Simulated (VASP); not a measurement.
# BaTiO3 (Amm2) in VASP: a series of runs

BaTiO3 is run at these levels: PBE; tasks: single point, relaxation of shape and atoms at fixed volume.

Everything below comes from runs of VASP 6.6.1. Logs are shortened: lines on timing, memory, paths and dates and some standing lists are left out, and cuts for length are marked.

### Step 1. The cell of the first run

The structure is orthorhombic, space group Amm2 (No. 38). Conventional cell: a = 3.969 Å, b = 5.858 Å, c = 5.933 Å, α = 90.00°, β = 90.00°, γ = 90.00°. Ba (site symmetry mm2) has 12 O at 2.78 to 3.15 Å and 8 Ti at 3.49 to 3.65 Å within 3.7 Å. Within 2.4 Å of Ti (site symmetry mm2) lie 6 O at 1.83 to 2.35 Å. O (site symmetry mm2) has 2 Ti at 2.00 Å and 3 Ba at 2.78 to 2.93 Å and 8 O at 2.84 to 2.92 Å within 3.0 Å. O (site symmetry m) has 2 Ti at 1.83 to 2.35 Å within 2.4 Å.

### Step 2. Single point, PBE (13.79 Å³/atom)

INCAR reads:

```
ALGO = Normal ; EDIFF = 1E-6
ENCUT = 520 ; GGA = PE
ISIF = 2 ; ISMEAR = 0
LASPH = True ; LCHARG = True
LELF = True ; LREAL = False
LVHAR = True ; LWAVE = False
NBANDS = 28 ; NELM = 60
PREC = Accurate ; SIGMA = 0.02
```

KPOINTS reads:

```
k-points
0
Gamma
  8 8 8
```

POSCAR reads:

```
BaTiO3
1.0
    3.9692695410      0.0000000000      0.0000000000
    0.0000000000      2.9289594350      2.9663295012
    0.0000000000     -2.9289594350      2.9663295012
Ba Ti O
1 1 3
Direct
    0.0000000000      0.0153930764      0.0153930764
    0.5000000000      0.5322069317      0.5322069317
    0.0000000000      0.4842630302      0.4842630302
    0.5000000000      0.4934555034      0.9709014583
    0.5000000000      0.9709014583      0.4934555034
```

Potentials or basis: VASP PAW PBE potentials, release 64 (Ba_sv, Ti_sv, O).

Launch:

```bash
$ cat potpaw_PBE.64/Ba_sv/POTCAR potpaw_PBE.64/Ti_sv/POTCAR potpaw_PBE.64/O/POTCAR > POTCAR
$ mpirun -np 1 vasp_std > vasp.out
```

OUTCAR:

```text
EDIFF = 1E-6
   ENCUT = 520
   GGA = PE
   ISIF = 2
   ISMEAR = 0
   LASPH = True
   LREAL = False
   NELM = 60
   PREC = Accurate

 ion  position               nearest neighbor table
   1  0.000  0.015  0.015-   3 2.78   4 2.82   5 2.82   4 2.82   5 2.82   3 2.93   3 2.93   5 2.95
                             4 2.95   5 2.95   4 2.95   3 3.15   2 3.49   2 3.49   2 3.54   2 3.54
   2  0.500  0.532  0.532-   4 1.83   5 1.83   3 2.00   3 2.00   5 2.35   4 2.35   1 3.49   1 3.49
                             1 3.54   1 3.54   1 3.54   1 3.54   1 3.65   1 3.65
   3  0.000  0.484  0.484-   2 2.00   2 2.00   1 2.78   1 2.93   1 2.93   1 3.15
   4  0.500  0.493  0.971-   2 1.83   2 2.35   1 2.82   1 2.82   1 2.95   1 2.95
   5  0.500  0.971  0.493-   2 1.83   2 2.35   1 2.82   1 2.82   1 2.95   1 2.95

  LATTYP: Found a base centered orthorhombic cell.
 ALAT       =     5.8579188700
 B/A-ratio  =     1.0127588200
 C/A-ratio  =     0.6775903916

  Lattice vectors:

 A1 = (   0.0000000000,   2.9289594350,  -2.9663295012)
 A2 = (   0.0000000000,   2.9289594350,   2.9663295012)
 A3 = (   3.9692695410,   0.0000000000,   0.0000000000)

Analysis of symmetry for initial positions (statically):
=====================================================================
 Subroutine PRICEL returns:
 Original cell was already a primitive cell.

 Routine SETGRP: Setting up the symmetry group for a
 base centered orthorhombic supercell.

 Subroutine GETGRP returns: Found  4 space group operations
 (whereof  4 operations were pure point group operations)
 out of a pool of  8 trial point group operations.

The static configuration has the point symmetry C_2v.

Analysis of symmetry for dynamics (positions and initial velocities):
=====================================================================
 Subroutine PRICEL returns:
 Original cell was already a primitive cell.

 Routine SETGRP: Setting up the symmetry group for a
 base centered orthorhombic supercell.

 Subroutine GETGRP returns: Found  4 space group operations
 (whereof  4 operations were pure point group operations)
 out of a pool of  8 trial point group operations.

The dynamic configuration has the point symmetry C_2v.

 Subroutine INISYM returns: Found  4 space group operations
 (whereof  4 operations are pure point group operations),
 and found     1 'primitive' translations

----------------------------------------------------------------------------------------

                                     Primitive cell

  volume of cell :      68.9721

  direct lattice vectors                    reciprocal lattice vectors
     3.969269541  0.000000000  0.000000000     0.251935524  0.000000000  0.000000000
     0.000000000  2.928959435  2.966329501     0.000000000  0.170709090  0.168558483
     0.000000000 -2.928959435  2.966329501     0.000000000 -0.170709090  0.168558483

  length of vectors
     3.969269541  4.168682535  4.168682535     0.251935524  0.239903221  0.239903221

  position of ions in fractional coordinates (direct lattice)
     0.000000000  0.015393076  0.015393076
     0.500000000  0.532206932  0.532206932
     0.000000000  0.484263030  0.484263030
     0.500000000  0.493455503  0.970901458
     0.500000000  0.970901458  0.493455503

  ion indices of the primitive-cell ions
   primitive index   ion index
                 1           1
                 2           2
                 3           3
                 4           4
                 5           5

----------------------------------------------------------------------------------------

 KPOINTS: k-points

Automatic generation of k-mesh.
 Grid dimensions read from file:
 generate k-points for:    8    8    8

 Generating k-lattice:

  Cartesian coordinates                     Fractional coordinates (reciprocal lattice)
     0.031491940  0.000000000  0.000000000     0.125000000  0.000000000  0.000000000
     0.000000000  0.021338636  0.021069810     0.000000000  0.125000000  0.000000000
     0.000000000 -0.021338636  0.021069810     0.000000000  0.000000000  0.125000000

  Length of vectors
     0.031491940  0.029987903  0.029987903

  Shift w.r.t. Gamma in fractional coordinates (k-lattice)
     0.000000000  0.000000000  0.000000000

 Subroutine IBZKPT returns following result:
 ===========================================

 Found    105 irreducible k-points:

 Following reciprocal coordinates:
            Coordinates               Weight
  0.000000  0.000000  0.000000      1.000000
  0.125000  0.000000  0.000000      2.000000
  0.250000  0.000000  0.000000      2.000000
  0.375000  0.000000  0.000000      2.000000
  0.500000  0.000000  0.000000      1.000000
  0.000000  0.125000  0.000000      4.000000
[... 16 lines left out ...]
  0.250000  0.500000  0.000000      4.000000
  0.375000  0.500000  0.000000      4.000000
 [... further k-points ...]
   k-points           NKPTS =    105   k-points in BZ     NKDIM =    105   number of bands    NBANDS=     28
   number of dos      NEDOS =    301   number of ions     NIONS =      5
   total plane-waves  NPLWV =  30720
   dimension x,y,z NGX =    30 NGY =   32 NGZ =   32
   dimension x,y,z NGXF=    60 NGYF=   64 NGZF=   64
   ions per type =               1   1   3
   NGX,Y,Z   is equivalent  to a cutoff of  12.56, 12.76, 12.76 a.u.
   NGXF,Y,Z  is equivalent  to a cutoff of  25.13, 25.52, 25.52 a.u.
 SYSTEM =  unknown system
   PREC   = accura    normal or accurate (medium, high low for compatibility)
   ISTART =      0    job   : 0-new  1-cont  2-samecut
   ICHARG =      2    charge: 1-file 2-atom 10-const
   ISPIN  =      1    spin polarized calculation?
   LNONCOLLINEAR =      F non collinear calculations
   LSORBIT =      F    spin-orbit coupling
   LASPH  =      T    aspherical Exc in radial PAW
   ENCUT  =  520.0 eV  38.22 Ry    6.18 a.u.   7.38  7.75  7.75*2*pi/ulx,y,z
   NELM   =     60;   NELMIN=  2; NELMDL= -5     # of ELM steps
   EDIFF  = 0.1E-05   stopping-criterion for ELM
   LREAL  =      F    real-space projection
   EDIFFG = 0.1E-04   stopping-criterion for IOM
   NSW    =      0    number of steps for IOM
   IBRION =     -1    ionic relax: 0-MD 1-quasi-New 2-CG
   NFREE  =      0    steps in history (QN), initial steepest desc. (CG)
   ISIF   =      2    stress and relaxation
   ISYM   =      2    0-nonsym 1-usesym 2-fastsym
   POTIM  = 0.5000    time-step for ionic-motion
   TEBEG  =    0.0;   TEEND  =   0.0 temperature during run
   PSTRESS=    0.0 pullay stress
   NELECT =      40.0000    total number of electrons
   NUPDOWN=      -1.0000    fix difference up-down
   EMIN   =  10.00;   EMAX   =-10.00  energy-range for DOS
   EFERMI =   0.00;   METHOD = LEGACY
   ISMEAR =     0;   SIGMA  =   0.02  broadening in eV -4-tet -1-fermi 0-gaus
   EFERMI_NEDOS =   21; number of points for ismear=-14 and -15
   IALGO  =     38    algorithm
   IMIX   =      4    mixing-type and parameters
     AMIX     =   0.40;   BMIX     =  1.00
     AMIX_MAG =   1.60;   BMIX_MAG =  1.00
  volume/ion in A,a.u.               =      13.79        93.09
  Fermi-wavevector in a.u.,A,eV,Ry     =   1.365223  2.579898 25.359013  1.863835
  Thomas-Fermi vector in A             =   2.491471
   LORBIT       =      0    0 simple, 1 ext, 2 COOP (PROOUT), +10 PAW based schemes
   GGA     = PE    functional components
   LHFCALC =     F    Hartree Fock is set to
   AEXX    =    0.0000 exact exchange contribution
   IVDW    =     0    specifies the selected vdW correction
   LEPSILON=     F    determine dielectric tensor
   LRPA    =     F    only Hartree local field effects (RPA)
 non-spin polarized calculation
 Gauss-broadening in eV      SIGMA  =   0.02
  energy-cutoff  :      520.00
  volume of cell :       68.97
 maximum number of plane-waves:      1878
 NGX is ok and might be reduce to    30
   NGX = 15   NGY = 15   NGZ = 15

 number of electron      39.9999992 magnetization

 Free energy of the ion-electron system (eV)
  ---------------------------------------------------
  ext. energy  EPLUGINS =         0.00000000
  ---------------------------------------------------
  free energy    TOTEN  =       -40.05170698 eV

  energy without entropy =      -40.05170698  energy(sigma->0) =      -40.05170698

 E-fermi :   3.3924     XC(G=0): -10.8370

 val. band max:        3.2841999269   @ k =   0.5000   0.5000   0.5000
 cond. band min:       5.7881323303   @ k =   0.0000   0.0000   0.0000
 fundamental gap:      2.5039324033
 Fermi energy:         3.3923973165

 k-point     1 :       0.0000    0.0000    0.0000
  band No.  band energies     occupation
      1     -53.0593      2.00000
      2     -29.3584      2.00000
      3     -29.3539      2.00000
      4     -29.2444      2.00000
      5     -21.8020      2.00000
      6     -13.4301      2.00000
[... 20 lines left out ...]
     27       8.5139      0.00000
     28       9.7832      0.00000

 k-point     2 :       0.1250    0.0000    0.0000
  band No.  band energies     occupation
      1     -53.0591      2.00000
      2     -29.3581      2.00000
      3     -29.3536      2.00000
      4     -29.2524      2.00000
      5     -21.7873      2.00000
      6     -13.4260      2.00000
[... 20 lines left out ...]
     27       8.7888      0.00000
     28      10.1733      0.00000

 k-point     3 :       0.2500    0.0000    0.0000
  band No.  band energies     occupation
      1     -53.0587      2.00000
      2     -29.3573      2.00000
      3     -29.3529      2.00000
      4     -29.2716      2.00000
      5     -21.7515      2.00000
      6     -13.4539      2.00000
[... 20 lines left out ...]
     27       9.4466      0.00000
     28      11.1296      0.00000

 k-point     4 :       0.3750    0.0000    0.0000
  band No.  band energies     occupation
      1     -53.0583      2.00000
      2     -29.3564      2.00000
      3     -29.3521      2.00000
      4     -29.2907      2.00000
      5     -21.7150      2.00000
      6     -13.5215      2.00000
[... 578 lines left out ...]
     27      10.6296      0.00000
     28      11.4221      0.00000

 k-point    23 :       0.2500    0.5000    0.0000
  band No.  band energies     occupation
      1     -53.0582      2.00000
      2     -29.3856      2.00000
      3     -29.3537      2.00000
      4     -29.2700      2.00000
      5     -21.6942      2.00000
      6     -13.3263      2.00000
[... 20 lines left out ...]
     27      11.1769      0.00000
     28      11.5154      0.00000

 k-point    24 :       0.3750    0.5000    0.0000
  band No.  band energies     occupation
      1     -53.0578      2.00000
      2     -29.3845      2.00000
      3     -29.3530      2.00000
      4     -29.2888      2.00000
      5     -21.6673      2.00000
      6     -13.1516      2.00000
[... 20 lines left out ...]
     27      11.0189      0.00000
     28      12.1763      0.00000

 [... further k-points ...]

------------------------ aborting loop because EDIFF is reached ----------------------------------------

  FORCE on cell =-STRESS in cart. coord.  units (eV):
  Direction    XX          YY          ZZ          XY          YZ          ZX
  --------------------------------------------------------------------------------------
  -------------------------------------------------------------------------------------
  Total       -0.4022709     -0.3342573     -0.3568204      0.0000000      0.0000000      0.0000000
  in kB       -9.3444963     -7.7645823     -8.2887102      0.0000000      0.0000000      0.0000000
  external PRESSURE =      -8.4659296 kB  Pullay stress =       0.0000000 kB

 VOLUME and BASIS-vectors are now :
 -----------------------------------------------------------------------------
  energy-cutoff  :      520.00
  volume of cell :       68.97
      direct lattice vectors                 reciprocal lattice vectors
     3.969269541  0.000000000  0.000000000     0.251935524  0.000000000  0.000000000
     0.000000000  2.928959435  2.966329501     0.000000000  0.170709090  0.168558483
     0.000000000 -2.928959435  2.966329501     0.000000000 -0.170709090  0.168558483

 POSITION                                       TOTAL-FORCE (eV/Angst)
 -----------------------------------------------------------------------------------
      0.00000      0.00000      0.09132         0.000000      0.000000     -0.053159
      1.98463      0.00000      3.15740         0.000000      0.000000     -0.101815
      0.00000      0.00000      2.87297         0.000000      0.000000      0.024636
      1.98463     -1.39842      4.34377         0.000000     -0.040865      0.065169
      1.98463      1.39842      4.34377         0.000000      0.040865      0.065169
 -----------------------------------------------------------------------------------
    total drift:                                0.000000     -0.000001     -0.000037

  FREE ENERGIE OF THE ION-ELECTRON SYSTEM (eV)
  ---------------------------------------------------
  free  energy   TOTEN  =       -40.0517069767 eV

  energy  without entropy=      -40.0517069767  energy(sigma->0) =      -40.05170698
```

Run time: 86 s. Hardware: 1 thread of Intel Xeon 6975P-C (Granite Rapids), shared host; peak memory 0.32 GiB.

What came out:

```
Free energy            : -40.0517 eV
Pressure               : -0.8 GPa
Largest force          : 0.102 eV/Å
Band gap on the k mesh : 2.50 eV (least direct gap 3.13 eV)
```

Forces on the atoms (eV/Å):
```
Ba   0.000  0.000 -0.053
Ti   0.000  0.000 -0.102
O    0.000  0.000  0.025
O    0.000 -0.041  0.065
O    0.000  0.041  0.065
```

Caveat: spin-orbit coupling is left out, which moves the levels of the heavy elements. A k mesh can miss the band edges.

(Part 1 of 2 ends here.)
